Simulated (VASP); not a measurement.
Runs of VASP 6.6.1 on Hf. The structure is that of space group Pm-3m (No. 221), or close to it. The cells are those of the table. 

| task | cell | cutoff (eV) | k mesh for the DOS | occupations for the DOS | gap on the mesh (eV) | pressure (GPa) |
| --- | --- | --- | --- | --- | --- | --- |
| single point | a = 2.664 Å, 1 atom | 520 | - | - | none | (a) |
| single point | a = 2.577 Å, 1 atom | 520 | - | - | none | 39.8 |
| single point | a = 2.164 Å, 1 atom | 520 | - | - | none | 348.6 |
| single point | a = 2.483 Å, 1 atom | 520 | - | - | none | (b) |
| single point | a = 2.746 Å, 1 atom | 520 | - | - | none | 8.1 |
| single point | a = 2.824 Å, 1 atom | 520 | - | - | none | 0.0 |
| single point | a = 2.271 Å, 1 atom | 520 | - | - | none | 207.0 |
| relaxation of cell and atoms | relaxed from a = 2.823 Å, 1 atom | 600 | - | - | none | 0.0 |

Alike in all rows: level LDA; potentials or basis VASP PAW LDA potentials, release 64 (Hf_pv); no spin polarisation; k mesh 15 × 15 × 15; smearing fermi-dirac 0.1 eV.

Question: Estimate the missing entries.

Answer: (a) 20.5; (b) 70.5.

Caveats: spin-orbit coupling is left out, which moves the levels of the heavy elements; the relaxation stopped at its first step, so nothing moved (some runs).

A k mesh can miss the band edges, and the runs leave out spin-orbit coupling on Hf.

A gap of «none» marks levels without a gap at the run's occupations.
